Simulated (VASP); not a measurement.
Here is a VASP 6.6.1 calculation.

POSCAR

```
Ni
1.0
    0.0000000000      3.5338000000      3.5338000000
    1.7669000000      0.0000000000      1.7669000000
    1.7669000000      1.7669000000      0.0000000000
Ni
2
Direct
    0.0000000000      0.0000000000      0.0000000000
    0.5000000000      0.0000000000      0.0000000000
```

File INCAR.step1:

```
SYSTEM = Ni
  PREC = Accurate
  ENCUT = 520
  ISMEAR = -1
  SIGMA = 0.1
  LREAL = .FALSE.
  LASPH = .TRUE.
  NELM = 150
  ISPIN = 2
  MAGMOM = 2 2
  LMAXMIX = 4
  NBANDS = 21
  GGA = PE
  ALGO = Normal
  EDIFF = 1E-4
  LWAVE = .TRUE.
  LCHARG = .FALSE.
```

The input INCAR.step2:

```
SYSTEM = Ni
  PREC = Accurate
  ENCUT = 520
  EDIFF = 1E-7
  ISMEAR = -1
  SIGMA = 0.1
  LREAL = .FALSE.
  LASPH = .TRUE.
  NELM = 150
  ALGO = Normal
  ISIF = 2
  LWAVE = .FALSE.
  LCHARG = .FALSE.
  ISPIN = 2
  MAGMOM = 2 2
  LORBIT = 11
  LMAXMIX = 4
  METAGGA = R2SCAN
  LMIXTAU = .TRUE.
  NBANDS = 21
  ISTART = 1
```

File KPOINTS:

```
regular mesh
0
G
  6 12 12
  0 0 0
```

Potentials or basis: VASP PAW PBE potentials, release 64 (Ni).

Launch:

```sh
$ cat potpaw_PBE.64/Ni/POTCAR > POTCAR
$ cp INCAR.step1 INCAR
$ mpirun -np 1 vasp_std > vasp.out
$ cp INCAR.step2 INCAR
$ mpirun -np 1 vasp_std > vasp.out
```

Q: Estimate the pressure.

A: -8.7 GPa.

Q: Estimate the net moment.

A: 1.47 μB per cell.

Caveat: the cell stands under tension; the PAW data sets were made with another functional, which shifts forces and pressure a little.
